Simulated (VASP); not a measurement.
Input of a VASP 6.6.1 run:

File INCAR:

```
SYSTEM = Ir
PREC = Accurate
ENCUT = 600
EDIFF = 1E-7
ISMEAR = -1
SIGMA = 0.05
LREAL = .False.
LASPH = .True.
NELM = 60
ALGO = Normal
ISIF = 3
LWAVE = .False.
LCHARG = .False.
GGA = PS
IBRION = 2
NSW = 60
EDIFFG = -0.01
PSTRESS = 200.0
```

KPOINTS

```
Automatic mesh
0
Gamma
  12 12 12
  0 0 0
```

Contents of POSCAR:

```
Ir
1.0
    0.0000000000      1.9156000000      1.9156000000
    1.9156000000      0.0000000000      1.9156000000
    1.9156000000      1.9156000000      0.0000000000
Ir
1
Direct
    0.0000000000      0.0000000000      0.0000000000
```

Potentials or basis: VASP PAW PBE potentials, release 64 (Ir).

Run with:

```console
$ cat potpaw_PBE.64/Ir/POTCAR > POTCAR
$ mpirun -np 1 vasp_std > vasp.out
```

(1) Estimate the relaxed cell.

(2) What does it give for the space group after relaxing (to 0.05 Å)?

Answers

(1) a = 2.669 Å, b = 2.669 Å, c = 2.669 Å, α = 60.00°, β = 60.00°, γ = 60.00°.

(2) Fm-3m (No. 225).
